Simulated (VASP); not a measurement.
# Cu in VASP: notebook

Aim: see how the results for Cu move with the level of theory and the settings. Levels: revPBE+D4, LDA. Tasks: relaxation of cell and atoms, single point.

Everything below comes from runs of VASP 6.6.1. Logs are shortened: lines on timing, memory, paths and dates and some standing lists are left out, and cuts for length are marked.

**1. The cell of the first run**

It takes space group I4/mmm (No. 139, tetragonal). Conventional cell: a = 2.886 Å, b = 2.886 Å, c = 2.752 Å, α = 90.00°, β = 90.00°, γ = 90.00°. Within 3.2 Å of Cu (site symmetry 4/mmm) lie 14 Cu at 2.46 to 2.89 Å.

**2. Relaxation of cell and atoms, revPBE+D4**

File INCAR:

```
  ALGO = Normal
  EDIFF = 1E-6
  EDIFFG = -0.01
  ENCUT = 600
  GGA = RE
  IBRION = 2
  ISIF = 3
  ISMEAR = -1
  IVDW = 13
  LASPH = True
  LCHARG = False
  LREAL = False
  LWAVE = False
  NELM = 100
  NSW = 60
  PREC = Accurate
  SIGMA = 0.05
```

File KPOINTS:

```
k-points
0
Gamma
  13 13 13
```

File POSCAR:

```
Cu
1.0
   -1.4427933200      1.4427933200      1.3760814500
    1.4427933200     -1.4427933200      1.3760814500
    1.4427933200      1.4427933200     -1.3760814500
Cu
1
Direct
    0.0000000000      0.0000000000      0.0000000000
```

Potentials or basis: VASP PAW PBE potentials, release 64 (Cu).

Command:

```
$ cat potpaw_PBE.64/Cu/POTCAR > POTCAR
$ mpirun -np 1 vasp_std > vasp.out
```

OUTCAR:

```text
EDIFF = 1E-6
   EDIFFG = -0.01
   ENCUT = 600
   GGA = RE
   IBRION = 2
   ISIF = 3
   ISMEAR = -1
   IVDW = 13
   LASPH = True
   LREAL = False
   NELM = 100
   NSW = 60
   PREC = Accurate

 ion  position               nearest neighbor table
   1  0.000  0.000  0.000-

  LATTYP: Found a body centered tetragonal cell.
 ALAT       =     2.8855866400
 C/A-ratio  =     0.9537620052

  Lattice vectors:

 A1 = (  -1.4427933200,   1.4427933200,   1.3760814500)
 A2 = (   1.4427933200,  -1.4427933200,   1.3760814500)
 A3 = (   1.4427933200,   1.4427933200,  -1.3760814500)

Analysis of symmetry for initial positions (statically):
=====================================================================
 Subroutine PRICEL returns:
 Original cell was already a primitive cell.

 Routine SETGRP: Setting up the symmetry group for a
 body centered tetragonal supercell.

 Subroutine GETGRP returns: Found 16 space group operations
 (whereof 16 operations were pure point group operations)
 out of a pool of 16 trial point group operations.

The static configuration has the point symmetry D_4h.

Analysis of symmetry for dynamics (positions and initial velocities):
=====================================================================
 Subroutine PRICEL returns:
 Original cell was already a primitive cell.

 Routine SETGRP: Setting up the symmetry group for a
 body centered tetragonal supercell.

 Subroutine GETGRP returns: Found 16 space group operations
 (whereof 16 operations were pure point group operations)
 out of a pool of 16 trial point group operations.

The dynamic configuration has the point symmetry D_4h.

 Subroutine INISYM returns: Found 16 space group operations
 (whereof 16 operations are pure point group operations),
 and found     1 'primitive' translations

----------------------------------------------------------------------------------------

                                     Primitive cell

  volume of cell :      11.4581

  direct lattice vectors                    reciprocal lattice vectors
    -1.442793320  1.442793320  1.376081450     0.000000000  0.346549983  0.363350585
     1.442793320 -1.442793320  1.376081450     0.346549983  0.000000000  0.363350585
     1.442793320  1.442793320 -1.376081450     0.346549983  0.346549983  0.000000000

  length of vectors
     2.461078074  2.461078074  2.461078074     0.502116060  0.502116060  0.490095685

  position of ions in fractional coordinates (direct lattice)
     0.000000000  0.000000000  0.000000000

  ion indices of the primitive-cell ions
   primitive index   ion index
                 1           1

----------------------------------------------------------------------------------------

 KPOINTS: k-points

Automatic generation of k-mesh.
 Grid dimensions read from file:
 generate k-points for:   13   13   13

 Generating k-lattice:

  Cartesian coordinates                     Fractional coordinates (reciprocal lattice)
     0.000000000  0.026657691  0.027950045     0.076923077 -0.000000000  0.000000000
     0.026657691  0.000000000  0.027950045    -0.000000000  0.076923077  0.000000000
     0.026657691  0.026657691  0.000000000     0.000000000  0.000000000  0.076923077

  Length of vectors
     0.038624312  0.038624312  0.037699668

  Shift w.r.t. Gamma in fractional coordinates (k-lattice)
     0.000000000  0.000000000  0.000000000

 Subroutine IBZKPT returns following result:
 ===========================================

 Found    196 irreducible k-points:

 Following reciprocal coordinates:
            Coordinates               Weight
  0.000000  0.000000  0.000000      1.000000
  0.076923  0.000000  0.000000      8.000000
  0.153846  0.000000  0.000000      8.000000
  0.230769 -0.000000  0.000000      8.000000
  0.307692  0.000000  0.000000      8.000000
  0.384615 -0.000000  0.000000      8.000000
[... 16 lines left out ...]
  0.384615  0.153846  0.000000     16.000000
  0.461538  0.153846  0.000000     16.000000
 [... further k-points ...]
   k-points           NKPTS =    196   k-points in BZ     NKDIM =    196   number of bands    NBANDS=      9
   number of dos      NEDOS =    301   number of ions     NIONS =      1
   total plane-waves  NPLWV =   8000
   dimension x,y,z NGX =    20 NGY =   20 NGZ =   20
   dimension x,y,z NGXF=    40 NGYF=   40 NGZF=   40
   ions per type =               1
   NGX,Y,Z   is equivalent  to a cutoff of  13.51, 13.51, 13.51 a.u.
   NGXF,Y,Z  is equivalent  to a cutoff of  27.02, 27.02, 27.02 a.u.
 SYSTEM =  unknown system
   PREC   = accura    normal or accurate (medium, high low for compatibility)
   ISTART =      0    job   : 0-new  1-cont  2-samecut
   ICHARG =      2    charge: 1-file 2-atom 10-const
   ISPIN  =      1    spin polarized calculation?
   LNONCOLLINEAR =      F non collinear calculations
   LSORBIT =      F    spin-orbit coupling
   LASPH  =      T    aspherical Exc in radial PAW
   ENCUT  =  600.0 eV  44.10 Ry    6.64 a.u.   4.92  4.92  4.92*2*pi/ulx,y,z
   NELM   =    100;   NELMIN=  2; NELMDL= -5     # of ELM steps
   EDIFF  = 0.1E-05   stopping-criterion for ELM
   LREAL  =      F    real-space projection
   EDIFFG = -.1E-01   stopping-criterion for IOM
   NSW    =     60    number of steps for IOM
   IBRION =      2    ionic relax: 0-MD 1-quasi-New 2-CG
   NFREE  =      1    steps in history (QN), initial steepest desc. (CG)
   ISIF   =      3    stress and relaxation
   ISYM   =      2    0-nonsym 1-usesym 2-fastsym
   POTIM  = 0.5000    time-step for ionic-motion
   TEBEG  =    0.0;   TEEND  =   0.0 temperature during run
   PSTRESS=    0.0 pullay stress
   NELECT =      11.0000    total number of electrons
   NUPDOWN=      -1.0000    fix difference up-down
   EMIN   =  10.00;   EMAX   =-10.00  energy-range for DOS
   EFERMI =   0.00;   METHOD = LEGACY
   ISMEAR =    -1;   SIGMA  =   0.05  broadening in eV -4-tet -1-fermi 0-gaus
   EFERMI_NEDOS =   21; number of points for ismear=-14 and -15
   IALGO  =     38    algorithm
   IMIX   =      4    mixing-type and parameters
     AMIX     =   0.40;   BMIX     =  1.00
     AMIX_MAG =   1.60;   BMIX_MAG =  1.00
  volume/ion in A,a.u.               =      11.46        77.32
  Fermi-wavevector in a.u.,A,eV,Ry     =   1.614984  3.051878 35.486359  2.608174
  Thomas-Fermi vector in A             =   2.709805
   LORBIT       =      0    0 simple, 1 ext, 2 COOP (PROOUT), +10 PAW based schemes
   GGA     = RE    functional components
   LHFCALC =     F    Hartree Fock is set to
   AEXX    =    0.0000 exact exchange contribution
   IVDW    =    13    specifies the selected vdW correction
   LEPSILON=     F    determine dielectric tensor
   LRPA    =     F    only Hartree local field effects (RPA)
 conjugate gradient relaxation of ions
 non-spin polarized calculation
  energy-cutoff  :      600.00
  volume of cell :       11.46
 maximum number of plane-waves:       400
   NGX =  9   NGY =  9   NGZ =  9

--------------------------------------- Ionic step        1  -------------------------------------------

 number of electron      11.0000000 magnetization

 Free energy of the ion-electron system (eV)
  ---------------------------------------------------
  ext. energy  EPLUGINS =         0.00000000
  ---------------------------------------------------
  free energy    TOTEN  =        -3.29179604 eV

  energy without entropy =       -3.28921836  energy(sigma->0) =       -3.29050720

------------------------ aborting loop because EDIFF is reached ----------------------------------------

  DFT-D4 for vdW energy calculation

  Edisp (eV):   -1.00771

  FORCE on cell =-STRESS in cart. coord.  units (eV):
  Direction    XX          YY          ZZ          XY          YZ          ZX
  --------------------------------------------------------------------------------------
  -------------------------------------------------------------------------------------
  Total      -0.13839    -0.13839    -0.14352     0.00000    -0.00000     0.00000
  in kB     -19.35152   -19.35152   -20.06899     0.00000    -0.00000     0.00000
  external pressure =      -19.59 kB  Pullay stress =        0.00 kB

 VOLUME and BASIS-vectors are now :
 -----------------------------------------------------------------------------
  energy-cutoff  :      600.00
  volume of cell :       11.46
      direct lattice vectors                 reciprocal lattice vectors
    -1.442793320  1.442793320  1.376081450     0.000000000  0.346549983  0.363350585
     1.442793320 -1.442793320  1.376081450     0.346549983  0.000000000  0.363350585
     1.442793320  1.442793320 -1.376081450     0.346549983  0.346549983  0.000000000
[... 40 lines left out ...]
 POSITION                                       TOTAL-FORCE (eV/Angst)
 -----------------------------------------------------------------------------------
      1.43316      1.43316      1.36655        -0.000000      0.000000      0.000000
 -----------------------------------------------------------------------------------
    total drift:                                0.000000     -0.000000      0.000000

  FREE ENERGIE OF THE ION-ELECTRON SYSTEM (eV)
  ---------------------------------------------------
  free  energy   TOTEN  =        -4.3000394068 eV

  energy  without entropy=       -4.2975509854  energy(sigma->0) =       -4.29879520

--------------------------------------- Ionic step        3  -------------------------------------------

 number of electron      11.0000002 magnetization

 Free energy of the ion-electron system (eV)
  ---------------------------------------------------
  ext. energy  EPLUGINS =         0.00000000
  ---------------------------------------------------
  free energy    TOTEN  =        -3.28033089 eV

  energy without entropy =       -3.27780774  energy(sigma->0) =       -3.27906932

 E-fermi :   8.1978     XC(G=0): -12.8779

 val. band max:        8.1735323033   @ k =  -0.3077   0.4615   0.0769
 cond. band min:       8.2132859500   @ k =  -0.2308   0.4615   0.0769
 fundamental gap:      0.0397536467
 Fermi energy:         8.1977939851

 k-point     1 :       0.0000    0.0000    0.0000
  band No.  band energies     occupation
      1      -1.4293      2.00000
      2       4.8836      2.00000
      3       5.0828      2.00000
      4       5.0828      2.00000
      5       5.9655      2.00000
      6       6.1757      2.00000
      7      33.2031      0.00000
      8      33.2031      0.00000
      9      34.4531      0.00000

 k-point     2 :       0.0769    0.0000    0.0000
  band No.  band energies     occupation
      1      -1.1904      2.00000
      2       4.8888      2.00000
      3       5.0756      2.00000
      4       5.1225      2.00000
      5       5.9656      2.00000
      6       6.1420      2.00000
      7      31.6688      0.00000
      8      32.6473      0.00000
      9      32.9647      0.00000
[... 253 lines left out ...]
 k-point    24 :       0.4615    0.1538    0.0000
  band No.  band energies     occupation
      1       3.3330      2.00000
      2       4.2495      2.00000
      3       5.3777      2.00000
      4       6.0520      2.00000
      5       6.3988      2.00000
      6       9.1390      0.00000
      7      13.8754      0.00000
      8      20.5974      0.00000
      9      25.7726      0.00000

 [... further k-points ...]

------------------------ aborting loop because EDIFF is reached ----------------------------------------

  DFT-D4 for vdW energy calculation

  Edisp (eV):   -1.02006

  FORCE on cell =-STRESS in cart. coord.  units (eV):
  Direction    XX          YY          ZZ          XY          YZ          ZX
  --------------------------------------------------------------------------------------
  -------------------------------------------------------------------------------------
  Total      -0.00093    -0.00093     0.00224     0.00000     0.00000     0.00000
  in kB      -0.13155    -0.13155     0.31659     0.00000     0.00000     0.00000
  external pressure =        0.02 kB  Pullay stress =        0.00 kB

 VOLUME and BASIS-vectors are now :
 -----------------------------------------------------------------------------
  energy-cutoff  :      600.00
  volume of cell :       11.32
      direct lattice vectors                 reciprocal lattice vectors
    -1.436846862  1.436846862  1.370199668     0.000000000  0.347984196  0.364910320
     1.436846862 -1.436846862  1.370199668     0.347984196  0.000000000  0.364910320
     1.436846862  1.436846862 -1.370199668     0.347984196  0.347984196  0.000000000

 POSITION                                       TOTAL-FORCE (eV/Angst)
 -----------------------------------------------------------------------------------
      0.00000      0.00000      0.00000        -0.000000      0.000000      0.000000
 -----------------------------------------------------------------------------------
    total drift:                                0.000000     -0.000000      0.000000

  FREE ENERGIE OF THE ION-ELECTRON SYSTEM (eV)
  ---------------------------------------------------
  free  energy   TOTEN  =        -4.3003920778 eV

  energy  without entropy=       -4.2978689334  energy(sigma->0) =       -4.29913051

 reached required accuracy - stopping structural energy minimisation
```

Run time: 35 s. Hardware: 1 thread of Intel Xeon Platinum 8259CL at 2.50GHz (Skylake/Cascade Lake), shared host; peak memory 0.15 GiB.

Results:

| Quantity | Value |
| --- | --- |
| Free energy | -4.3004 eV |
| Relaxed volume | 11.32 Å³/atom |
| Relaxed cell | a = 2.451 Å, b = 2.451 Å, c = 2.451 Å, α = 108.21°, β = 108.21°, γ = 112.02° |
| Space group after relaxing (to 0.05 Å) | I4/mmm (No. 139) |
| Energy gained by relaxing | 0.9 meV/atom |
| Ionic steps | 3 |
| Pressure after relaxing | 0.0 GPa |
| Dispersion energy per atom | -1.020 eV |

The path:
```tsv
step	energy change (eV)	largest force (eV/Å)	pressure (GPa)	volume (Å³)
1	0.0000	0.0000	-1.96	11.46
2	-0.0005	0.0000	1.36	11.23
3	-0.0009	0.0000	0.00	11.32
```

Final structure:
```xyz
1
Lattice="-1.4368 1.4368 1.3702 1.4368 -1.4368 1.3702 1.4368 1.4368 -1.3702" Properties=species:S:1:pos:R:3 pbc="T T T"
Cu    0.0000    0.0000    0.0000
```

Levels at points of the mesh, in eV from the Fermi level:
| k point | band 3 | band 4 | band 5 | band 6 | band 7 | band 8 | band 9 |
| --- | --- | --- | --- | --- | --- | --- | --- |
| (0.00, 0.00, 0.00) | -3.11 | -3.11 | -2.23 | -2.02 | 25.01 | 25.01 | 26.26 |

Caveat: the PAW data sets were made with another functional, which shifts forces and pressure a little; pairwise dispersion overbinds metals, which lowers pressure and volume.

(Part 1 of 2 ends here.)
